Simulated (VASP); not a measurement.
A run of VASP 6.6.1 is set up as follows.

File INCAR:

```
SYSTEM = W2C
ALGO     = Normal         ! electronic algorithm
EDIFF    = 1E-7           ! SCF threshold, eV
EDIFFG   = -0.03          ! ionic threshold
ENCUT    = 600            ! plane-wave cutoff, eV
GGA      = PS             ! functional
GGA_COMPAT= .False.      
IBRION   = 2              ! ionic algorithm
ISIF     = 3              ! what is computed and relaxed
ISMEAR   = -1             ! smearing method
LASPH    = .True.         ! aspherical terms in the spheres
LCHARG   = .False.        ! write CHGCAR
LREAL    = .False.        ! projectors in reciprocal space
LWAVE    = .False.        ! write WAVECAR
NELM     = 120            ! most SCF steps
NELMIN   = 4            
NSW      = 80             ! ionic steps
PREC     = Accurate       ! precision mode
SIGMA    = 0.1            ! smearing width, eV
```

KPOINTS

```
k-points
0
Gamma
  10 10 6
  0 0 0
```

POSCAR

```
W2C
1.0
    3.0700460000      0.0000000000      0.0000000000
   -1.5350230000      2.6587380000      0.0000000000
    0.0000000000      0.0000000000      4.6784280000
W C
2 1
Direct
    0.3333333333      0.6666666667      0.7463310000
    0.6666666667      0.3333333333      0.2536690000
    0.0000000000      0.0000000000      0.0000000000
```

Potentials or basis: VASP PAW PBE potentials, release 64 (W_sv, C).

The run is started by

```sh
$ cat potpaw_PBE.64/W_sv/POTCAR potpaw_PBE.64/C/POTCAR > POTCAR
$ mpirun -np 1 vasp_std > vasp.out
```

(1) What does it give for the relaxed volume?

(2) What does it give for the band gap on the k mesh?

(3) Estimate the relaxed cell.

Results:

(1) 12.38 Å³/atom.

(2) zero (band 16 reaches 13.29 eV, above the bottom of band 17 at 10.64 eV).

(3) a = 3.034 Å, b = 3.034 Å, c = 4.657 Å, α = 90.00°, β = 90.00°, γ = 120.00°.

Caveat: the PAW data sets were made with another functional, which shifts forces and pressure a little; spin-orbit coupling is left out, which moves the levels of the heavy elements.
